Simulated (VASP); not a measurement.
# PtS2 in VASP: single point with PBE+D3(BJ)

Aim: the single point of PtS2 with PBE+D3(BJ).

Everything below comes from runs of VASP 6.6.1. Logs are shortened: lines on timing, memory, paths and dates and some standing lists are left out, and cuts for length are marked.

## 1. The cell of the first run

The cell holds a slab with vacuum, 6 atoms: a = 3.541 Å, b = 3.541 Å, c = 22.467 Å, α = 90.00°, β = 90.00°, γ = 120.00°.

## 2. Single point, PBE+D3(BJ) (layers slid over each other)

Contents of INCAR:

```
ALGO     = Normal         # electronic algorithm
DIPOL    = 0.5 0.5 0.384
EDIFF    = 1E-6           # SCF threshold, eV
ENCUT    = 520            # plane-wave cutoff, eV
GGA      = PE             # functional
IDIPOL   = 3            
ISIF     = 2              # what is computed and relaxed
ISMEAR   = 0              # smearing method
IVDW     = 12             # dispersion correction
LASPH    = T              # aspherical terms in the spheres
LCHARG   = T              # write CHGCAR
LDIPOL   = T            
LELF     = T              # ELF
LREAL    = F              # projectors in reciprocal space
LVACPOTAV= T            
LVHAR    = T            
LWAVE    = F              # write WAVECAR
NBANDS   = 31             # bands
NELM     = 100            # most SCF steps
PREC     = Accurate       # precision mode
SIGMA    = 0.05           # smearing width, eV
```

Contents of KPOINTS:

```
k-points
0
Gamma
  9 9 1
```

Contents of POSCAR:

```
PtS2
1.0
    3.5414386216      0.0000000000      0.0000000000
   -1.7707193108      3.0669758122      0.0000000000
    0.0000000000      0.0000000000     22.4671572454
S Pt
4 2
Direct
    0.6666666667      0.3333333333      0.2002923624
    0.3333333333      0.6666666667      0.3108349911
    0.8333333333      1.0000000000      0.4572709627
    0.5000000000      1.3333333333      0.5678135915
    0.0000000000      0.0000000000      0.2555636767
    0.1666666667      0.6666666667      0.5125422771
```

Potentials or basis: VASP PAW PBE potentials, release 64 (S, Pt).

Started as:

```console
cat potpaw_PBE.64/S/POTCAR potpaw_PBE.64/Pt/POTCAR > POTCAR
mpirun -np 1 vasp_std > vasp.out
```

OUTCAR:

```text
EDIFF = 1E-6
   ENCUT = 520
   GGA = PE
   ISIF = 2
   ISMEAR = 0
   IVDW = 12
   LASPH = T
   LREAL = F
   NELM = 100
   PREC = Accurate
 IVDW          = 12

 ion  position               nearest neighbor table
   1  0.667  0.333  0.200-   5 2.39   5 2.39   5 2.39
   2  0.333  0.667  0.311-   5 2.39   5 2.39   5 2.39
   3  0.833  0.000  0.457-   6 2.39   6 2.39   6 2.39
   4  0.500  0.333  0.568-   6 2.39   6 2.39   6 2.39
   5  0.000  0.000  0.256-   1 2.39   1 2.39   1 2.39   2 2.39   2 2.39   2 2.39
   6  0.167  0.667  0.513-   4 2.39   3 2.39   3 2.39   4 2.39   4 2.39   3 2.39

  LATTYP: Found a hexagonal cell.
 ALAT       =     3.5414386216
 C/A-ratio  =     6.3440764181

  Lattice vectors:

 A1 = (   3.5414386216,   0.0000000000,   0.0000000000)
 A2 = (  -1.7707193108,   3.0669758122,   0.0000000000)
 A3 = (   0.0000000000,   0.0000000000,  22.4671572454)

Analysis of symmetry for initial positions (statically):
=====================================================================
 Subroutine PRICEL returns:
 Original cell was already a primitive cell.

 Routine SETGRP: Setting up the symmetry group for a
 hexagonal supercell.

 Subroutine GETGRP returns: Found  2 space group operations
 (whereof  1 operations were pure point group operations)
 out of a pool of 24 trial point group operations.

The static configuration has the point symmetry C_1 .
 The point group associated with its full space group is S_2 .

Analysis of symmetry for dynamics (positions and initial velocities):
=====================================================================
 Subroutine PRICEL returns:
 Original cell was already a primitive cell.

 Routine SETGRP: Setting up the symmetry group for a
 hexagonal supercell.

 Subroutine GETGRP returns: Found  2 space group operations
 (whereof  1 operations were pure point group operations)
 out of a pool of 24 trial point group operations.

The dynamic configuration has the point symmetry C_1 .
 The point group associated with its full space group is S_2 .

 Subroutine INISYM returns: Found  2 space group operations
 (whereof  1 operations are pure point group operations),
 and found     1 'primitive' translations

----------------------------------------------------------------------------------------

                                     Primitive cell

  volume of cell :     244.0272

  direct lattice vectors                    reciprocal lattice vectors
     3.541438622  0.000000000  0.000000000     0.282371123  0.163027044  0.000000000
    -1.770719311  3.066975812  0.000000000     0.000000000  0.326054088  0.000000000
     0.000000000  0.000000000 22.467157245     0.000000000  0.000000000  0.044509414

  length of vectors
     3.541438622  3.541438622 22.467157245     0.326054088  0.326054088  0.044509414

  position of ions in fractional coordinates (direct lattice)
     0.666666667  0.333333333  0.200292362
     0.333333333  0.666666667  0.310834991
     0.833333333  0.000000000  0.457270963
     0.500000000  0.333333333  0.567813591
     0.000000000  0.000000000  0.255563677
     0.166666667  0.666666667  0.512542277

  ion indices of the primitive-cell ions
   primitive index   ion index
                 1           1
                 2           2
                 3           3
                 4           4
                 5           5
                 6           6

----------------------------------------------------------------------------------------

 KPOINTS: k-points

Automatic generation of k-mesh.
 Grid dimensions read from file:
 generate k-points for:    9    9    1

 Generating k-lattice:

  Cartesian coordinates                     Fractional coordinates (reciprocal lattice)
     0.031374569  0.018114116  0.000000000     0.111111111 -0.000000000  0.000000000
     0.000000000  0.036228232  0.000000000     0.000000000  0.111111111  0.000000000
     0.000000000  0.000000000  0.044509414     0.000000000  0.000000000  1.000000000

  Length of vectors
     0.036228232  0.036228232  0.044509414

  Shift w.r.t. Gamma in fractional coordinates (k-lattice)
     0.000000000  0.000000000  0.000000000

 Subroutine IBZKPT returns following result:
 ===========================================

 Found     41 irreducible k-points:

 Following reciprocal coordinates:
            Coordinates               Weight
  0.000000  0.000000  0.000000      1.000000
  0.111111 -0.000000  0.000000      2.000000
  0.000000  0.111111  0.000000      2.000000
 -0.111111  0.111111  0.000000      2.000000
  0.222222  0.000000  0.000000      2.000000
  0.000000  0.222222  0.000000      2.000000
[... 16 lines left out ...]
  0.333333  0.111111  0.000000      2.000000
 -0.111111  0.444444  0.000000      2.000000
 [... further k-points ...]
   k-points           NKPTS =     41   k-points in BZ     NKDIM =     41   number of bands    NBANDS=     31
   number of dos      NEDOS =    301   number of ions     NIONS =      6
   total plane-waves  NPLWV = 131712
   dimension x,y,z NGX =    28 NGY =   28 NGZ =  168
   dimension x,y,z NGXF=    56 NGYF=   56 NGZF=  336
   ions per type =               4   2
   NGX,Y,Z   is equivalent  to a cutoff of  13.14, 13.14, 12.43 a.u.
   NGXF,Y,Z  is equivalent  to a cutoff of  26.29, 26.29, 24.86 a.u.
 SYSTEM =  unknown system
   PREC   = accura    normal or accurate (medium, high low for compatibility)
   ISTART =      0    job   : 0-new  1-cont  2-samecut
   ICHARG =      2    charge: 1-file 2-atom 10-const
   ISPIN  =      1    spin polarized calculation?
   LNONCOLLINEAR =      F non collinear calculations
   LSORBIT =      F    spin-orbit coupling
   LASPH  =      T    aspherical Exc in radial PAW
   ENCUT  =  520.0 eV  38.22 Ry    6.18 a.u.   6.58  6.58 41.77*2*pi/ulx,y,z
   NELM   =    100;   NELMIN=  2; NELMDL= -5     # of ELM steps
   EDIFF  = 0.1E-05   stopping-criterion for ELM
   LREAL  =      F    real-space projection
   EDIFFG = 0.1E-04   stopping-criterion for IOM
   NSW    =      0    number of steps for IOM
   IBRION =     -1    ionic relax: 0-MD 1-quasi-New 2-CG
   NFREE  =      0    steps in history (QN), initial steepest desc. (CG)
   ISIF   =      2    stress and relaxation
   ISYM   =      2    0-nonsym 1-usesym 2-fastsym
   POTIM  = 0.5000    time-step for ionic-motion
   TEBEG  =    0.0;   TEEND  =   0.0 temperature during run
   PSTRESS=    0.0 pullay stress
   NELECT =      44.0000    total number of electrons
   NUPDOWN=      -1.0000    fix difference up-down
   EMIN   =  10.00;   EMAX   =-10.00  energy-range for DOS
   EFERMI =   0.00;   METHOD = LEGACY
   ISMEAR =     0;   SIGMA  =   0.05  broadening in eV -4-tet -1-fermi 0-gaus
   EFERMI_NEDOS =   21; number of points for ismear=-14 and -15
   IALGO  =     38    algorithm
   IMIX   =      4    mixing-type and parameters
     AMIX     =   0.40;   BMIX     =  1.00
     AMIX_MAG =   1.60;   BMIX_MAG =  1.00
  volume/ion in A,a.u.               =      40.67       274.46
  Fermi-wavevector in a.u.,A,eV,Ry     =   0.924868  1.747747 11.638157  0.855380
  Thomas-Fermi vector in A             =   2.050660
   LORBIT       =      0    0 simple, 1 ext, 2 COOP (PROOUT), +10 PAW based schemes
   GGA     = PE    functional components
   LHFCALC =     F    Hartree Fock is set to
   AEXX    =    0.0000 exact exchange contribution
   IVDW    =    12    specifies the selected vdW correction
   LEPSILON=     F    determine dielectric tensor
   LRPA    =     F    only Hartree local field effects (RPA)
 non-spin polarized calculation
 Gauss-broadening in eV      SIGMA  =   0.05
  energy-cutoff  :      520.00
  volume of cell :      244.03
 maximum number of plane-waves:      6671
   NGX = 13   NGY = 13   NGZ = 83

 dipolmoment           0.000000      0.000000      0.000001 electrons x Angstroem

 number of electron      44.0000000 magnetization

 dipolmoment           0.000000      0.000000     -0.000001 electrons x Angstroem

 Free energy of the ion-electron system (eV)
  ---------------------------------------------------
  ext. energy  EPLUGINS =         0.00000000
  ---------------------------------------------------
  free energy    TOTEN  =       -30.88945065 eV

  energy without entropy =      -30.88945065  energy(sigma->0) =      -30.88945065

 E-fermi :  -0.3212     XC(G=0):  -5.4438

 val. band max:       -0.5614222417   @ k =  -0.2222   0.1111   0.0000
 cond. band min:       0.8344933814   @ k =  -0.2222   0.2222   0.0000
 fundamental gap:      1.3959156231
 Fermi energy:        -0.3211505130

 k-point     1 :       0.0000    0.0000    0.0000
  band No.  band energies     occupation
      1     -14.9190      2.00000
      2     -14.8633      2.00000
      3     -12.7562      2.00000
      4     -12.6280      2.00000
      5      -6.3922      2.00000
      6      -6.3889      2.00000
[... 23 lines left out ...]
     30       5.3179      0.00000
     31       5.5728      0.00000

 k-point     2 :       0.1111   -0.0000    0.0000
  band No.  band energies     occupation
      1     -14.7645      2.00000
      2     -14.7092      2.00000
      3     -12.7818      2.00000
      4     -12.6657      2.00000
      5      -6.4112      2.00000
      6      -6.3674      2.00000
[... 23 lines left out ...]
     30       5.9469      0.00000
     31       5.9762      0.00000

 k-point     3 :       0.0000    0.1111    0.0000
  band No.  band energies     occupation
      1     -14.7646      2.00000
      2     -14.7091      2.00000
      3     -12.7821      2.00000
      4     -12.6654      2.00000
      5      -6.4101      2.00000
      6      -6.3664      2.00000
[... 703 lines left out ...]
     30       6.9963      0.00000
     31       7.3601      0.00000

 k-point    24 :      -0.1111    0.4444    0.0000
  band No.  band energies     occupation
      1     -13.4371      2.00000
      2     -13.3920      2.00000
      3     -12.9438      2.00000
      4     -12.9004      2.00000
      5      -6.7500      2.00000
      6      -6.6920      2.00000
[... 23 lines left out ...]
     30       7.0009      0.00000
     31       7.3329      0.00000

 [... further k-points ...]

------------------------ aborting loop because EDIFF is reached ----------------------------------------

 Edisp (eV)   -1.91767

 E8    (eV) :    -0.7946

  FORCE on cell =-STRESS in cart. coord.  units (eV):
  Direction    XX          YY          ZZ          XY          YZ          ZX
  --------------------------------------------------------------------------------------
  -------------------------------------------------------------------------------------
  Total      -0.50662    -0.47520    -0.77402     0.03439     0.06234     0.09889
  in kB      -3.32622    -3.11997    -5.08190     0.22582     0.40930     0.64925
  external pressure =       -3.84 kB  Pullay stress =        0.00 kB

 VOLUME and BASIS-vectors are now :
 -----------------------------------------------------------------------------
  energy-cutoff  :      520.00
  volume of cell :      244.03
      direct lattice vectors                 reciprocal lattice vectors
     3.541438622  0.000000000  0.000000000     0.282371123  0.163027044  0.000000000
    -1.770719311  3.066975812  0.000000000     0.000000000  0.326054088  0.000000000
     0.000000000  0.000000000 22.467157245     0.000000000  0.000000000  0.044509414

 POSITION                                       TOTAL-FORCE (eV/Angst)
 -----------------------------------------------------------------------------------
      1.77072      1.02233      4.50000        -0.005942     -0.006769      0.038000
     -0.00000      2.04465      6.98358        -0.013886     -0.017237     -0.009991
      2.95120      0.00000     10.27358         0.013886      0.017237      0.009991
      1.18048      1.02233     12.75716         0.005942      0.006769     -0.038000
      0.00000      0.00000      5.74179        -0.000695      0.008650      0.073187
     -0.59024      2.04465     11.51537         0.000695     -0.008650     -0.073187
 -----------------------------------------------------------------------------------
    total drift:                                0.000004      0.000002     -0.000010

  FREE ENERGIE OF THE ION-ELECTRON SYSTEM (eV)
  ---------------------------------------------------
  free  energy   TOTEN  =       -32.8071255295 eV

  energy  without entropy=      -32.8071255295  energy(sigma->0) =      -32.80712553

 vacuum level on the upper side and lower side of the slab         5.486         5.486
```

It took 17 min on 1 thread of AMD EPYC, shared host; peak memory 0.48 GiB.

What came out:

| Item | Value |
| --- | --- |
| Free energy | -32.8071 eV |
| Largest force | 0.074 eV/Å |
| Band gap on the k mesh | 1.40 eV (least direct gap 1.51 eV) |
| Dispersion energy per atom | -0.320 eV |

Forces on the atoms (eV/Å):
```
S   -0.006 -0.007  0.038
S   -0.014 -0.017 -0.010
S    0.014  0.017  0.010
S    0.006  0.007 -0.038
Pt  -0.001  0.009  0.073
Pt   0.001 -0.009 -0.073
```

Caveat: the cell differs from its parent crystal (layers slid over each other); spin-orbit coupling is left out, which moves the levels of the heavy elements.
